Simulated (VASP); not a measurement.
Write the native input for VASP 6.6.1 that does the following.

```yaml
Task: relaxation of cell and atoms
Functional: PBE
Potentials_or_basis: VASP PAW PBE potentials, release 64 (In_d, P)
Cutoff: 600 eV
k_mesh: 6 × 6 × 6
Occupations: gaussian, width 0.01 eV
Spin: no spin polarisation
Target_pressure: 20 GPa
Dipole_correction: no
Further_INCAR_settings: ALGO = Normal; EDIFF = 1e-06; IBRION = 2; EDIFFG = -0.005; NSW = 100; ISIF = 3
```

The structure of InP lies in POSCAR:

```
InP
1.0
    4.1443530000      0.0000000000      0.0000000000
    2.0721765000      3.5891149803      0.0000000000
    2.0721765000      1.1963716601      3.3838500547
In P
1 1
Direct
    0.0000000000      0.0000000000      0.0000000000
    0.2500000000      0.2500000000      0.2500000000
```

One way to write it, as run:

INCAR

```
SYSTEM = InP
  PREC = Accurate
  ENCUT = 600
  EDIFF = 1E-6
  ISMEAR = 0
  SIGMA = 0.01
  LREAL = .FALSE.
  LASPH = .TRUE.
  NELM = 80
  ALGO = Normal
  ISIF = 3
  LWAVE = .FALSE.
  LCHARG = .FALSE.
  GGA = PE
  IBRION = 2
  NSW = 100
  EDIFFG = -0.005
  PSTRESS = 200.0
```

KPOINTS

```
Automatic mesh
0
G
  6 6 6
  0 0 0
```

Potentials or basis: VASP PAW PBE potentials, release 64 (In_d, P).

Launch:

```console
$ cat potpaw_PBE.64/In_d/POTCAR potpaw_PBE.64/P/POTCAR > POTCAR
$ mpirun -np 1 vasp_std > vasp.out
```

It gave:

```yaml
Relaxed_volume: 21.48 Å³/atom
Relaxed_cell: a = 3.931 Å, b = 3.931 Å, c = 3.931 Å, α = 60.00°, β = 60.00°, γ = 60.00°
Space_group_after_relaxing_to_0.05_Å: F-43m (No. 216)
Energy_change_on_relaxing_the_enthalpy_is_what_falls: +243.3 meV/atom
Ionic_steps: 7
Pressure_after_relaxing: 20.0 GPa
Band_gap_on_the_k_mesh: 1.44 eV, indirect (least direct gap 1.55 eV)
```

Caveat: the cell is relaxed towards a set pressure, so the enthalpy falls and the energy may rise; spin-orbit coupling is left out, which moves the levels of the heavy elements.

Wall time 110 s on 1 thread of Intel Xeon 8259CL, with other jobs on the host, peak memory 0.22 GiB.
